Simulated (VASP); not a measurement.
A run of VASP 6.6.1 is set up as follows.

The input INCAR:

```
ALGO = Normal
EDIFF = 1E-6
ENCUT = 520
GGA = PS
ISIF = 2
ISMEAR = -1
LASPH = T
LCHARG = F
LREAL = F
LWAVE = F
NBANDS = 31
NELM = 80
PREC = Accurate
SIGMA = 0.1
```

KPOINTS

```
k-points
0
Gamma
  12 12 4
```

The input POSCAR:

```
Zn2CdN2
1.0
    3.4684690000      0.0000000000      0.0000000000
   -1.7342345000      3.0037822662      0.0000000000
    0.0000000000      0.0000000000      6.1113010000
Zn Cd N
2 1 2
Direct
    0.6666670000      0.3333330000      0.1481300000
    0.3333330000      0.6666670000      0.8518700000
    0.0000000000      0.0000000000      0.5000000000
    0.6666670000      0.3333330000      0.7660630000
    0.3333330000      0.6666670000      0.2339370000
```

Potentials or basis: VASP PAW PBE potentials, release 64 (Zn, Cd, N).

The run is started by

```sh
$ cat potpaw_PBE.64/Zn/POTCAR potpaw_PBE.64/Cd/POTCAR potpaw_PBE.64/N/POTCAR > POTCAR
$ mpirun -np 1 vasp_std > vasp.out
```

(1) Estimate the largest force.

(2) Estimate the pressure.

## Answers

(1) 0.078 eV/Å.

(2) -6.3 GPa.

Caveat: the PAW data sets were made with another functional, which shifts forces and pressure a little.
